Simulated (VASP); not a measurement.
# AlRu (P4/mmm) in VASP: notebook

AlRu is run at these levels: r2SCAN; tasks: single point.

Everything below comes from runs of VASP 6.6.1. Logs are shortened: lines on timing, memory, paths and dates and some standing lists are left out, and cuts for length are marked.

## 1. The cell of the first run

It takes space group P4/mmm (No. 123, tetragonal). The conventional cell has a = 2.983 Å, b = 2.983 Å, c = 3.117 Å, α = 90.00°, β = 90.00°, γ = 90.00°. Al (site symmetry 4/mmm) has 8 Ru at 2.62 Å and 6 Al at 2.98 to 3.12 Å within 3.5 Å. Ru (site symmetry 4/mmm) has 8 Al at 2.62 Å and 6 Ru at 2.98 to 3.12 Å within 3.5 Å.

## 2. Single point, r2SCAN (strain +0.0450 x Voigt [0, 1, 0, 0, 0, 0])

The input, POSCAR:

```
AlRu
1.0
    2.9826244058      0.0000000000      0.0000000000
    0.0000000000      3.1168425041      0.0000000000
    0.0000000000      0.0000000000      2.9826244058
Al Ru
1 1
Direct
    0.0000000000      0.0000000000      0.0000000000
    0.5000000000      0.5000000000      0.5000000000
```

The input, INCAR.step1:

```
PREC = Accurate ; ENCUT = 520
ISMEAR = 0 ; SIGMA = 0.15
LREAL = False ; LASPH = True
NELM = 60 ; NBANDS = 16
GGA = PE ; ALGO = Normal
EDIFF = 1E-4 ; LWAVE = True
LCHARG = False
```

The input, INCAR.step2:

```
PREC = Accurate ; ENCUT = 520
EDIFF = 1E-6 ; ISMEAR = 0
SIGMA = 0.15 ; LREAL = False
LASPH = True ; NELM = 60
ALGO = Normal ; ISIF = 2
LWAVE = False ; LCHARG = True
METAGGA = R2SCAN ; LMIXTAU = True
LELF = True ; LVHAR = True
NBANDS = 16 ; ISTART = 1
```

The input, KPOINTS:

```
regular mesh
0
Gamma
  20 20 20
```

Potentials or basis: VASP PAW PBE potentials, release 64 (Al, Ru_pv).

Started as:

```console
$ cat potpaw_PBE.64/Al/POTCAR potpaw_PBE.64/Ru_pv/POTCAR > POTCAR
$ cp INCAR.step1 INCAR
$ mpirun -np 1 vasp_std > vasp.out
$ cp INCAR.step2 INCAR
$ mpirun -np 1 vasp_std > vasp.out
```

OUTCAR:

```text
PREC = Accurate
   ENCUT = 520
   EDIFF = 1E-6
   ISMEAR = 0
   LREAL = False
   LASPH = True
   NELM = 60
   ISIF = 2
   METAGGA = R2SCAN
   ISTART = 1

 ion  position               nearest neighbor table
   1  0.000  0.000  0.000-   2 2.62   2 2.62   2 2.62   2 2.62   2 2.62   2 2.62   2 2.62   2 2.62

   2  0.500  0.500  0.500-   1 2.62   1 2.62   1 2.62   1 2.62   1 2.62   1 2.62   1 2.62   1 2.62

  LATTYP: Found a simple tetragonal cell.
 ALAT       =     2.9826244058
 C/A-ratio  =     1.0450000000

  Lattice vectors:

 A1 = (  -2.9826244058,   0.0000000000,   0.0000000000)
 A2 = (   0.0000000000,   0.0000000000,   2.9826244058)
 A3 = (   0.0000000000,   3.1168425041,   0.0000000000)

Analysis of symmetry for initial positions (statically):
=====================================================================
 Subroutine PRICEL returns:
 Original cell was already a primitive cell.

 Routine SETGRP: Setting up the symmetry group for a
 simple tetragonal supercell.

 Subroutine GETGRP returns: Found 16 space group operations
 (whereof 16 operations were pure point group operations)
 out of a pool of 16 trial point group operations.

The static configuration has the point symmetry D_4h.

Analysis of symmetry for dynamics (positions and initial velocities):
=====================================================================
 Subroutine PRICEL returns:
 Original cell was already a primitive cell.

 Routine SETGRP: Setting up the symmetry group for a
 simple tetragonal supercell.

 Subroutine GETGRP returns: Found 16 space group operations
 (whereof 16 operations were pure point group operations)
 out of a pool of 16 trial point group operations.

The dynamic configuration has the point symmetry D_4h.

 Subroutine INISYM returns: Found 16 space group operations
 (whereof 16 operations are pure point group operations),
 and found     1 'primitive' translations

----------------------------------------------------------------------------------------

                                     Primitive cell

  volume of cell :      27.7276

  direct lattice vectors                    reciprocal lattice vectors
     2.982624406  0.000000000  0.000000000     0.335275202  0.000000000  0.000000000
     0.000000000  3.116842504  0.000000000     0.000000000  0.320837514  0.000000000
     0.000000000  0.000000000  2.982624406     0.000000000  0.000000000  0.335275202

  length of vectors
     2.982624406  3.116842504  2.982624406     0.335275202  0.320837514  0.335275202

  position of ions in fractional coordinates (direct lattice)
     0.000000000  0.000000000  0.000000000
     0.500000000  0.500000000  0.500000000

  ion indices of the primitive-cell ions
   primitive index   ion index
                 1           1
                 2           2

----------------------------------------------------------------------------------------

 KPOINTS: regular mesh

Automatic generation of k-mesh.
 Grid dimensions read from file:
 generate k-points for:   20   20   20

 Generating k-lattice:

  Cartesian coordinates                     Fractional coordinates (reciprocal lattice)
     0.016763760  0.000000000  0.000000000     0.050000000  0.000000000  0.000000000
     0.000000000  0.016041876  0.000000000     0.000000000  0.050000000  0.000000000
     0.000000000  0.000000000  0.016763760     0.000000000  0.000000000  0.050000000

  Length of vectors
     0.016763760  0.016041876  0.016763760

  Shift w.r.t. Gamma in fractional coordinates (k-lattice)
     0.000000000  0.000000000  0.000000000

 Subroutine IBZKPT returns following result:
 ===========================================

 Found    726 irreducible k-points:

 Following reciprocal coordinates:
            Coordinates               Weight
  0.000000  0.000000  0.000000      1.000000
  0.050000  0.000000  0.000000      4.000000
  0.100000  0.000000  0.000000      4.000000
  0.150000  0.000000  0.000000      4.000000
  0.200000  0.000000  0.000000      4.000000
  0.250000  0.000000  0.000000      4.000000
[... 16 lines left out ...]
[... 43 lines left out ...]

 val. band max:       10.0920273426   @ k =   0.2000   0.1000   0.0000
 cond. band min:      10.0977950661   @ k =   0.5000   0.4500   0.1000
 fundamental gap:      0.0057677235
 Fermi energy:        10.0933610749

 k-point     1 :       0.0000    0.0000    0.0000
  band No.  band energies     occupation
      1     -33.0158      2.00000
      2     -32.9650      2.00000
      3     -32.9650      2.00000
      4       0.1154      2.00000
      5       6.5820      2.00000
      6       6.6006      2.00000
[... 8 lines left out ...]
     15      21.3173      0.00000
     16      25.9433      0.00000

 k-point     2 :       0.0500    0.0000    0.0000
  band No.  band energies     occupation
      1     -33.0152      2.00000
      2     -32.9708      2.00000
      3     -32.9645      2.00000
      4       0.1661      2.00000
      5       6.6023      2.00000
      6       6.6191      2.00000
[... 8 lines left out ...]
     15      21.5012      0.00000
     16      26.1163      0.00000

 k-point     3 :       0.1000    0.0000    0.0000
  band No.  band energies     occupation
      1     -33.0137      2.00000
      2     -32.9876      2.00000
      3     -32.9631      2.00000
      4       0.3174      2.00000
      5       6.6605      2.00000
      6       6.6692      2.00000
[... 8 lines left out ...]
     15      22.0040      0.00000
     16      26.6494      0.00000

 k-point     4 :       0.1500    0.0000    0.0000
  band No.  band energies     occupation
      1     -33.0137      2.00000
      2     -33.0113      2.00000
      3     -32.9608      2.00000
      4       0.5657      2.00000
      5       6.7309      2.00000
      6       6.7509      2.00000
[... 8 lines left out ...]
     15      22.5116      0.00000
     16      27.5448      0.00000
[... 324 lines left out ...]
 k-point    22 :       0.5000    0.0500    0.0000
  band No.  band energies     occupation
      1     -33.1977      2.00000
      2     -32.9979      2.00000
      3     -32.9445      2.00000
      4       4.1812      2.00000
      5       4.6006      2.00000
      6       7.5048      2.00000
[... 8 lines left out ...]
     15      22.5929      0.00000
     16      23.5759      0.00000

 k-point    23 :       0.0000    0.1000    0.0000
  band No.  band energies     occupation
      1     -33.0305      2.00000
      2     -32.9638      2.00000
      3     -32.9638      2.00000
      4       0.3024      2.00000
      5       6.6042      2.00000
      6       6.6608      2.00000
[... 8 lines left out ...]
     15      22.0296      0.00000
     16      26.3773      0.00000

 k-point    24 :       0.0500    0.1000    0.0000
  band No.  band energies     occupation
      1     -33.0299      2.00000
      2     -32.9696      2.00000
      3     -32.9633      2.00000
      4       0.3524      2.00000
      5       6.6263      2.00000
      6       6.6792      2.00000
[... 8 lines left out ...]
     15      22.0438      0.00000
     16      26.5362      0.00000

 [... further k-points ...]

------------------------ aborting loop because EDIFF is reached ----------------------------------------

  FORCE on cell =-STRESS in cart. coord.  units (eV):
  Direction    XX          YY          ZZ          XY          YZ          ZX
  --------------------------------------------------------------------------------------
  -------------------------------------------------------------------------------------
  Total       -1.0771763     -2.3002938     -1.0771763     -0.0000000      0.0000000      0.0000000
  in kB      -62.2422657   -132.9174192    -62.2422657     -0.0000000      0.0000000      0.0000000
  external PRESSURE =     -85.8006502 kB  Pullay stress =       0.0000000 kB

 VOLUME and BASIS-vectors are now :
 -----------------------------------------------------------------------------
  energy-cutoff  :      520.00
  volume of cell :       27.73
      direct lattice vectors                 reciprocal lattice vectors
     2.982624406  0.000000000  0.000000000     0.335275202  0.000000000  0.000000000
     0.000000000  3.116842504  0.000000000     0.000000000  0.320837514  0.000000000
     0.000000000  0.000000000  2.982624406     0.000000000  0.000000000  0.335275202

 POSITION                                       TOTAL-FORCE (eV/Angst)
 -----------------------------------------------------------------------------------
      0.00000      0.00000      0.00000         0.000000      0.000000      0.000000
      1.49131      1.55842      1.49131         0.000000      0.000000      0.000000
 -----------------------------------------------------------------------------------
    total drift:                                0.000000     -0.000000     -0.000000

  FREE ENERGIE OF THE ION-ELECTRON SYSTEM (eV)
  ---------------------------------------------------
  free  energy   TOTEN  =       -33.5666544865 eV

  energy  without entropy=      -33.5481447926  energy(sigma->0) =      -33.55739964
```

Wall time 15 min (1 thread of Oxide Virtual Turin-like, shared host); peak memory 0.37 GiB.

Results:

* Free energy: -33.5667 eV
* Pressure: -8.6 GPa
* Band gap on the k mesh: zero (an odd number of electrons rules out a gap without spin polarisation)

Stress tensor (GPa, compression positive):
```
 -6.22   0.00   0.00
  0.00 -13.29   0.00
  0.00   0.00  -6.22
```

Levels at points of the mesh, in eV from the Fermi level:
| k point | band 5 | band 6 | band 7 | band 8 | band 9 | band 10 | band 11 | band 12 | band 13 | band 14 |
| --- | --- | --- | --- | --- | --- | --- | --- | --- | --- | --- |
| (0.00, 0.00, 0.00) | -3.51 | -3.49 | 0.06 | 0.06 | 0.34 | 5.41 | 6.80 | 6.80 | 10.31 | 11.16 |
| (0.50, 0.00, 0.00) | -5.48 | -2.61 | -1.98 | -1.45 | 0.34 | 2.61 | 7.70 | 10.31 | 10.63 | 11.83 |
| (0.00, 0.50, 0.00) | -5.97 | -2.78 | -1.44 | -1.44 | 0.54 | 1.88 | 7.80 | 10.31 | 11.81 | 11.81 |
| (0.50, 0.50, 0.00) | -3.07 | -1.70 | -1.39 | -1.11 | -0.99 | 1.51 | 5.26 | 6.26 | 10.31 | 11.50 |
| (0.50, 0.00, 0.50) | -2.89 | -1.46 | -1.46 | -1.29 | -1.29 | 1.80 | 5.80 | 6.57 | 10.31 | 10.45 |
| (0.50, 0.50, 0.50) | -4.70 | -4.70 | 1.56 | 1.87 | 2.97 | 4.05 | 4.32 | 4.32 | 8.39 | 8.39 |

Caveat: the cell differs from its parent crystal (strain +0.0450 x Voigt [0, 1, 0, 0, 0, 0]); the stress differs along the axes, from -13 to -6 GPa; the PAW data sets were made with another functional, which shifts forces and pressure a little.

## 3. Single point, r2SCAN (strain +0.0525 x Voigt [0, 1, 0, 0, 0, 0])

POSCAR: that of step 2 with these lines changed.

```diff
@@ -3,3 +3,3 @@
     2.9826244058      0.0000000000      0.0000000000
-    0.0000000000      3.1168425041      0.0000000000
+    0.0000000000      3.1392121871      0.0000000000
     0.0000000000      0.0000000000      2.9826244058
```

The input, INCAR.step1:

```
ALGO = Normal ; EDIFF = 1E-4
ENCUT = 520 ; GGA = PE
ISMEAR = 0 ; LASPH = T
LCHARG = F ; LREAL = F
LWAVE = T ; NBANDS = 16
NELM = 60 ; PREC = Accurate
SIGMA = 0.15
```

The input, INCAR.step2:

```
ALGO = Normal ; EDIFF = 1E-6
ENCUT = 520 ; ISIF = 2
ISMEAR = 0 ; ISTART = 1
LASPH = T ; LCHARG = F
LMIXTAU = T ; LREAL = F
LWAVE = F ; METAGGA = R2SCAN
NBANDS = 16 ; NELM = 60
PREC = Accurate ; SIGMA = 0.15
```

The input, KPOINTS:

```
k-points
0
Gamma
  20 20 20
```

Potentials or basis: VASP PAW PBE potentials, release 64 (Al, Ru_pv).

Started as:

```console
$ cat potpaw_PBE.64/Al/POTCAR potpaw_PBE.64/Ru_pv/POTCAR > POTCAR
$ cp INCAR.step1 INCAR
$ mpirun -np 1 vasp_std > vasp.out
$ cp INCAR.step2 INCAR
$ mpirun -np 1 vasp_std > vasp.out
```

Wall time 14 min (1 thread of Oxide Virtual Turin-like, shared host); peak memory 0.38 GiB.

It converged, with:

```
Free energy            : -33.5490 eV
Pressure               : -9.8 GPa
Band gap on the k mesh : zero (an odd number of electrons rules out a gap without spin polarisation)
```

Stress tensor (GPa, compression positive):
```
 -7.13   0.00   0.00
  0.00 -15.15   0.00
  0.00   0.00  -7.13
```

Levels at points of the mesh, in eV from the Fermi level:
```tsv
k point	band 5	band 6	band 7	band 8	band 9	band 10	band 11	band 12	band 13	band 14
(0.00, 0.00, 0.00)	-3.48	-3.46	0.05	0.05	0.37	5.23	6.84	6.84	10.30	11.10
(0.50, 0.00, 0.00)	-5.44	-2.58	-2.02	-1.42	0.33	2.62	7.69	10.30	10.47	11.85
(0.00, 0.50, 0.00)	-6.01	-2.78	-1.41	-1.41	0.55	1.78	7.81	10.30	11.83	11.83
(0.50, 0.50, 0.00)	-3.05	-1.74	-1.38	-1.08	-0.95	1.46	5.19	6.16	10.30	11.50
(0.50, 0.00, 0.50)	-2.85	-1.48	-1.48	-1.27	-1.27	1.81	5.81	6.52	10.29	10.30
(0.50, 0.50, 0.50)	-4.66	-4.66	1.51	1.87	2.92	4.00	4.32	4.32	8.28	8.28
```

Caveat: the cell differs from its parent crystal (strain +0.0525 x Voigt [0, 1, 0, 0, 0, 0]); the stress differs along the axes, from -15 to -7 GPa; the PAW data sets were made with another functional, which shifts forces and pressure a little.

## 4. Single point, r2SCAN (strain +0.0150 x Voigt [0, 1, 0, 0, 0, 0])

POSCAR: that of step 3 with these lines changed.

```diff
@@ -3,3 +3,3 @@
     2.9826244058      0.0000000000      0.0000000000
-    0.0000000000      3.1392121871      0.0000000000
+    0.0000000000      3.0273637719      0.0000000000
     0.0000000000      0.0000000000      2.9826244058
```

The input, INCAR.step1:

```
  ALGO = Normal
  EDIFF = 1E-4
  ENCUT = 520
  GGA = PE
  ISMEAR = 0
  LASPH = True
  LCHARG = False
  LREAL = False
  LWAVE = True
  NBANDS = 16
  NELM = 60
  PREC = Accurate
  SIGMA = 0.15
```

The input, INCAR.step2:

```
  ALGO = Normal
  EDIFF = 1E-6
  ENCUT = 520
  ISIF = 2
  ISMEAR = 0
  ISTART = 1
  LASPH = True
  LCHARG = True
  LELF = True
  LMIXTAU = True
  LREAL = False
  LVHAR = True
  LWAVE = False
  METAGGA = R2SCAN
  NBANDS = 16
  NELM = 60
  PREC = Accurate
  SIGMA = 0.15
```

KPOINTS is that of step 3.

Started as:

```console
$ cat potpaw_PBE.64/Al/POTCAR potpaw_PBE.64/Ru_pv/POTCAR > POTCAR
$ cp INCAR.step1 INCAR
$ mpirun -np 1 vasp_std > vasp.out
$ cp INCAR.step2 INCAR
$ mpirun -np 1 vasp_std > vasp.out
```

Wall time 22 min (1 thread of Oxide Virtual Turin-like, shared host); peak memory 0.37 GiB.

Results (log left out):

- Free energy: -33.6122 eV
- Pressure: -3.1 GPa
- Band gap on the k mesh: zero (an odd number of electrons rules out a gap without spin polarisation)

Stress tensor (GPa, compression positive):
```
-2.19  0.00  0.00
 0.00 -4.82  0.00
 0.00  0.00 -2.19
```

Levels at points of the mesh, in eV from the Fermi level:
```tsv
k point	band 5	band 6	band 7	band 8	band 9	band 10	band 11	band 12	band 13	band 14
(0.00, 0.00, 0.00)	-3.65	-3.64	0.14	0.14	0.24	6.16	6.65	6.65	10.35	11.40
(0.50, 0.00, 0.00)	-5.62	-2.75	-1.80	-1.62	0.41	2.57	7.74	10.35	11.31	11.72
(0.00, 0.50, 0.00)	-5.80	-2.82	-1.61	-1.61	0.48	2.32	7.76	10.35	11.72	11.72
(0.50, 0.50, 0.00)	-3.14	-1.56	-1.45	-1.21	-1.16	1.67	5.55	6.66	10.35	11.51
(0.50, 0.00, 0.50)	-3.08	-1.41	-1.41	-1.33	-1.33	1.77	5.75	6.77	10.35	11.14
(0.50, 0.50, 0.50)	-4.87	-4.87	1.75	1.86	3.16	4.24	4.34	4.34	8.84	8.84
```

Caveat: the cell differs from its parent crystal (strain +0.0150 x Voigt [0, 1, 0, 0, 0, 0]); the cell stands under tension; the PAW data sets were made with another functional, which shifts forces and pressure a little.

## 5. Single point, r2SCAN (strain +0.0300 x Voigt [0, 1, 0, 0, 0, 0])

POSCAR: that of step 4 with these lines changed.

```diff
@@ -3,3 +3,3 @@
     2.9826244058      0.0000000000      0.0000000000
-    0.0000000000      3.0273637719      0.0000000000
+    0.0000000000      3.0721031380      0.0000000000
     0.0000000000      0.0000000000      2.9826244058
```

The input, INCAR.step1:

```
PREC = Accurate ; ENCUT = 520
ISMEAR = 0 ; SIGMA = 0.15
LREAL = False ; LASPH = True
NELM = 80 ; NBANDS = 16
GGA = PE ; ALGO = Normal
EDIFF = 1E-4 ; LWAVE = True
LCHARG = False
```

The input, INCAR.step2:

```
PREC = Accurate ; ENCUT = 520
EDIFF = 1E-7 ; ISMEAR = 0
SIGMA = 0.15 ; LREAL = False
LASPH = True ; NELM = 80
ALGO = Normal ; ISIF = 2
LWAVE = False ; LCHARG = False
METAGGA = R2SCAN ; LMIXTAU = True
NBANDS = 16 ; ISTART = 1
```

The input, KPOINTS:

```
regular mesh
0
Gamma
  20 20 20
```

Started as:

```console
$ cat potpaw_PBE.64/Al/POTCAR potpaw_PBE.64/Ru_pv/POTCAR > POTCAR
$ cp INCAR.step1 INCAR
$ mpirun -np 1 vasp_std > vasp.out
$ cp INCAR.step2 INCAR
$ mpirun -np 1 vasp_std > vasp.out
```

Wall time 24 min (1 thread of Oxide Virtual Turin-like, shared host); peak memory 0.37 GiB.

The run converged. Its results:

| Item | Value |
| --- | --- |
| Free energy | -33.5947 eV |
| Pressure | -6.0 GPa |
| Band gap on the k mesh | zero (an odd number of electrons rules out a gap without spin polarisation) |

Stress tensor (GPa, compression positive):
```
-4.30  0.00  0.00
 0.00 -9.27  0.00
 0.00  0.00 -4.30
```

Levels at points of the mesh, in eV from the Fermi level:
```csv
k point,band 5,band 6,band 7,band 8,band 9,band 10,band 11,band 12,band 13,band 14
"(0.00, 0.00, 0.00)",-3.58,-3.57,0.10,0.10,0.29,5.78,6.73,6.73,10.33,11.28
"(0.50, 0.00, 0.00)",-5.55,-2.68,-1.89,-1.53,0.37,2.59,7.72,10.33,10.97,11.78
"(0.00, 0.50, 0.00)",-5.89,-2.80,-1.52,-1.52,0.51,2.09,7.78,10.33,11.77,11.77
"(0.50, 0.50, 0.00)",-3.11,-1.63,-1.42,-1.16,-1.07,1.59,5.40,6.46,10.33,11.50
"(0.50, 0.00, 0.50)",-2.98,-1.40,-1.40,-1.35,-1.35,1.79,5.78,6.67,10.33,10.79
"(0.50, 0.50, 0.50)",-4.78,-4.78,1.66,1.86,3.07,4.14,4.33,4.33,8.61,8.61
```

Caveat: the cell differs from its parent crystal (strain +0.0300 x Voigt [0, 1, 0, 0, 0, 0]); the cell stands under tension; the PAW data sets were made with another functional, which shifts forces and pressure a little.

## 6. Summary

```csv
cell,gap on the mesh (eV),pressure (GPa)
"a = 2.983, b = 3.117 Å, 2 atoms",none,-8.6
"a = 2.983, b = 3.139 Å, 2 atoms",none,-9.8
"a = 2.983, b = 3.027 Å, 2 atoms",none,-3.1
"a = 2.983, b = 3.072 Å, 2 atoms",none,-6.0
```

Alike in all rows: task single point; level r2SCAN; potentials or basis VASP PAW PBE potentials, release 64 (Al, Ru_pv); no spin polarisation; k mesh 20 × 20 × 20; cutoff (eV) 520; smearing gaussian 0.15 eV.

Caveats: the PAW data sets were made with another functional, which shifts forces and pressure a little; the cell stands under tension (at least some runs); the stress differs along the axes, from -13 to -6 GPa (at least some runs); the stress differs along the axes, from -15 to -7 GPa (at least some runs).

Absolute energies hang on the potentials; compare differences alone.
